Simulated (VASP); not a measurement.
# Sr2CdAu2 (Immm) in VASP: single point with PBE

Aim: the single point of Sr2CdAu2 with PBE.

Everything below comes from runs of VASP 6.6.1. Logs are shortened: lines on timing, memory, paths and dates and some standing lists are left out, and cuts for length are marked.

## Step 1: The cell of the first run

It takes space group Immm (No. 71, orthorhombic). The conventional cell has a = 4.645 Å, b = 6.046 Å, c = 9.360 Å, α = 90.00°, β = 90.00°, γ = 90.00°. Au (site symmetry m2m) has 2 Au at 2.79 to 3.26 Å and 2 Cd at 2.84 Å and 6 Sr at 3.25 to 3.29 Å within 3.7 Å. Within 3.7 Å of Cd (site symmetry mmm) lie 4 Au at 2.84 Å and 8 Sr at 3.56 to 3.64 Å. Within 4.3 Å of Sr (site symmetry mm2) lie 6 Au at 3.25 to 3.29 Å and 4 Cd at 3.56 to 3.64 Å and 5 Sr at 3.74 to 3.93 Å.

## Step 2: Single point, PBE

The input, INCAR:

```
ALGO     = Normal         # electronic algorithm
EDIFF    = 1E-6           # SCF threshold, eV
ENCUT    = 500            # plane-wave cutoff, eV
GGA      = PE             # functional
GGA_COMPAT= False        
ISIF     = 2              # what is computed and relaxed
ISMEAR   = -1             # smearing method
LASPH    = True           # aspherical terms in the spheres
LCHARG   = False          # write CHGCAR
LREAL    = False          # projectors in reciprocal space
LWAVE    = False          # write WAVECAR
NBANDS   = 35             # bands
NELM     = 120            # most SCF steps
PREC     = Accurate       # precision mode
SIGMA    = 0.1            # smearing width, eV
```

The input, KPOINTS:

```
k-points
0
Gamma
  8 8 8
```

The input, POSCAR:

```
Sr2CdAu2
1.0
   -2.3225780000      3.0232330000      4.6798950000
    4.6451560000      0.0000000000      0.0000000000
    2.3225780000      3.0232330000     -4.6798950000
Au Cd Sr
2 1 2
Direct
    0.7303400000      0.5000000000      0.7303400000
    0.2696600000      0.5000000000      0.2696600000
    0.0000000000      0.0000000000      0.0000000000
    0.6999500000      0.1999500000      0.3000500000
    0.3000500000      0.8000500000      0.6999500000
```

Potentials or basis: VASP PAW PBE potentials, release 64 (Au, Cd, Sr_sv).

Run with:

```
> cat potpaw_PBE.64/Au/POTCAR potpaw_PBE.64/Cd/POTCAR potpaw_PBE.64/Sr_sv/POTCAR > POTCAR
> mpirun -np 1 vasp_std > vasp.out
```

OUTCAR:

```text
EDIFF = 1E-6
   ENCUT = 500
   GGA = PE
   ISIF = 2
   ISMEAR = -1
   LASPH = True
   LREAL = False
   NELM = 120
   PREC = Accurate

 ion  position               nearest neighbor table
   1  0.730  0.500  0.730-   2 2.79   3 2.84   3 2.84   4 3.25   5 3.25   2 3.26   4 3.29   5 3.29
                             4 3.29   5 3.29
   2  0.270  0.500  0.270-   1 2.79   3 2.84   3 2.84   5 3.25   4 3.25   1 3.26   4 3.29   5 3.29
                             5 3.29   4 3.29
   3  0.000  0.000  0.000-   1 2.84   2 2.84   1 2.84   2 2.84   4 3.56   4 3.56   5 3.56   5 3.56
                             4 3.64   5 3.64   4 3.64   5 3.64
   4  0.700  0.200  0.300-   2 3.25   1 3.25   2 3.29   1 3.29   1 3.29   2 3.29   3 3.56   3 3.56
                             3 3.64   3 3.64   5 3.74   5 3.93   5 3.93   5 3.93   5 3.93
   5  0.300  0.800  0.700-   2 3.25   1 3.25   1 3.29   1 3.29   2 3.29   2 3.29   3 3.56   3 3.56
                             3 3.64   3 3.64   4 3.74   4 3.93   4 3.93   4 3.93   4 3.93

  LATTYP: Found a body centered orthorhombic cell.
 ALAT       =     4.6451560000
 B/A-ratio  =     1.3016712463
 C/A-ratio  =     2.0149570865

  Lattice vectors:

 A1 = (  -2.3225780000,   3.0232330000,   4.6798950000)
 A2 = (   2.3225780000,  -3.0232330000,   4.6798950000)
 A3 = (   2.3225780000,   3.0232330000,  -4.6798950000)

Analysis of symmetry for initial positions (statically):
=====================================================================
 Subroutine PRICEL returns:
 Original cell was already a primitive cell.

 Routine SETGRP: Setting up the symmetry group for a
 body centered orthorhombic supercell.

 Subroutine GETGRP returns: Found  8 space group operations
 (whereof  8 operations were pure point group operations)
 out of a pool of  8 trial point group operations.

The static configuration has the point symmetry D_2h.

Analysis of symmetry for dynamics (positions and initial velocities):
=====================================================================
 Subroutine PRICEL returns:
 Original cell was already a primitive cell.

 Routine SETGRP: Setting up the symmetry group for a
 body centered orthorhombic supercell.

 Subroutine GETGRP returns: Found  8 space group operations
 (whereof  8 operations were pure point group operations)
 out of a pool of  8 trial point group operations.

The dynamic configuration has the point symmetry D_2h.

 Subroutine INISYM returns: Found  8 space group operations
 (whereof  8 operations are pure point group operations),
 and found     1 'primitive' translations

[... 99 lines left out ...]
   NELM   =    120;   NELMIN=  2; NELMDL= -5     # of ELM steps
   EDIFF  = 0.1E-05   stopping-criterion for ELM
   LREAL  =      F    real-space projection
   EDIFFG = 0.1E-04   stopping-criterion for IOM
   NSW    =      0    number of steps for IOM
   IBRION =     -1    ionic relax: 0-MD 1-quasi-New 2-CG
   NFREE  =      0    steps in history (QN), initial steepest desc. (CG)
   ISIF   =      2    stress and relaxation
   ISYM   =      2    0-nonsym 1-usesym 2-fastsym
   POTIM  = 0.5000    time-step for ionic-motion
   TEBEG  =    0.0;   TEEND  =   0.0 temperature during run
   PSTRESS=    0.0 pullay stress
   NELECT =      54.0000    total number of electrons
   NUPDOWN=      -1.0000    fix difference up-down
   EMIN   =  10.00;   EMAX   =-10.00  energy-range for DOS
   EFERMI =   0.00;   METHOD = LEGACY
   ISMEAR =    -1;   SIGMA  =   0.10  broadening in eV -4-tet -1-fermi 0-gaus
   EFERMI_NEDOS =   21; number of points for ismear=-14 and -15
   IALGO  =     38    algorithm
   IMIX   =      4    mixing-type and parameters
     AMIX     =   0.40;   BMIX     =  1.00
     AMIX_MAG =   1.60;   BMIX_MAG =  1.00
  volume/ion in A,a.u.               =      26.29       177.40
  Fermi-wavevector in a.u.,A,eV,Ry     =   1.217008  2.299812 20.151702  1.481108
  Thomas-Fermi vector in A             =   2.352343
   LORBIT       =      0    0 simple, 1 ext, 2 COOP (PROOUT), +10 PAW based schemes
   GGA     = PE    functional components
   LHFCALC =     F    Hartree Fock is set to
   AEXX    =    0.0000 exact exchange contribution
   IVDW    =     0    specifies the selected vdW correction
   LEPSILON=     F    determine dielectric tensor
   LRPA    =     F    only Hartree local field effects (RPA)
 non-spin polarized calculation
  energy-cutoff  :      500.00
  volume of cell :      131.44
 maximum number of plane-waves:      3361
 NGX is ok and might be reduce to    48
   NGX = 21   NGY = 17   NGZ = 21

 number of electron      54.0000000 magnetization

 Free energy of the ion-electron system (eV)
  ---------------------------------------------------
  ext. energy  EPLUGINS =         0.00000000
  ---------------------------------------------------
  free energy    TOTEN  =       -13.53725747 eV

  energy without entropy =      -13.44129615  energy(sigma->0) =      -13.48927681

 E-fermi :   4.5954     XC(G=0): -10.0218

 val. band max:        4.5936572576   @ k =   0.3750   0.2500   0.1250
 cond. band min:       4.6090516995   @ k =  -0.3750  -0.3750   0.1250
 fundamental gap:      0.0153944419
 Fermi energy:         4.5954140130

 k-point     1 :       0.0000    0.0000    0.0000
  band No.  band energies     occupation
      1     -31.1579      2.00000
      2     -31.1137      2.00000
      3     -13.3613      2.00000
      4     -13.2819      2.00000
      5     -13.2329      2.00000
      6     -13.1112      2.00000
[... 901 lines left out ...]
     34       8.7915      0.00000
     35       9.4577      0.00000

 [... further k-points ...]
[... 5 lines left out ...]
  --------------------------------------------------------------------------------------
  -------------------------------------------------------------------------------------
  Total        3.1238523      5.1039169      1.6197565      0.0000000      0.0000000      0.0000000
  in kB       38.0770283     62.2122845     19.7434160      0.0000000      0.0000000      0.0000000
  external PRESSURE =      40.0109096 kB  Pullay stress =       0.0000000 kB

 VOLUME and BASIS-vectors are now :
 -----------------------------------------------------------------------------
  energy-cutoff  :      500.00
  volume of cell :      131.44
      direct lattice vectors                 reciprocal lattice vectors
    -2.322578000  3.023233000  4.679895000     0.000000000  0.165385863  0.106840004
     4.645156000  0.000000000  0.000000000     0.215278023  0.000000000  0.106840004
     2.322578000  3.023233000 -4.679895000     0.000000000  0.165385863 -0.106840004

 POSITION                                       TOTAL-FORCE (eV/Angst)
 -----------------------------------------------------------------------------------
      2.32258      4.41598      0.00000        -0.000000      0.012233      0.000000
      2.32258      1.63049      0.00000        -0.000000     -0.012233      0.000000
      0.00000      0.00000      0.00000         0.000000      0.000000      0.000000
     -0.00000      3.02323      1.87149        -0.000000      0.000000      0.040922
      4.64516      3.02323     -1.87149        -0.000000      0.000000     -0.040922
 -----------------------------------------------------------------------------------
    total drift:                                0.000000      0.000000     -0.000000

  FREE ENERGIE OF THE ION-ELECTRON SYSTEM (eV)
  ---------------------------------------------------
  free  energy   TOTEN  =       -13.5372574686 eV

  energy  without entropy=      -13.4412961531  energy(sigma->0) =      -13.48927681
```

stdout:

```text
POSCAR found type information on POSCAR AuCdSr
 POSCAR found :  3 types and       5 ions
 scaLAPACK will be used
 LDA part: xc-table for (Slater+PW92), standard interpolation
 POSCAR, INCAR and KPOINTS ok, starting setup
 FFT: planning ... GRIDC
 FFT: planning ... GRID_SOFT
 FFT: planning ... GRID
 WAVECAR not read
 entering main loop
```

Run time: 9.9 min. Hardware: 1 thread of AMD EPYC 7R43 (Zen 3), shared host; peak memory 0.53 GiB.

What came out:

```yaml
Free_energy: -13.5373 eV
Pressure: 4.0 GPa
Largest_force: 0.041 eV/Å
Band_gap_on_the_k_mesh: zero (bands 27 and 28 overlap by 1.70 eV)
```

Forces in eV/Å, atoms in the order of the input:
```
Au   0.000  0.012  0.000
Au   0.000 -0.012  0.000
Cd   0.000  0.000  0.000
Sr   0.000  0.000  0.041
Sr   0.000  0.000 -0.041
```

Stress tensor (GPa, compression positive):
```
3.81 0.00 0.00
0.00 6.22 0.00
0.00 0.00 1.97
```

Caveat: the cell stands under pressure; spin-orbit coupling is left out, which moves the levels of the heavy elements.
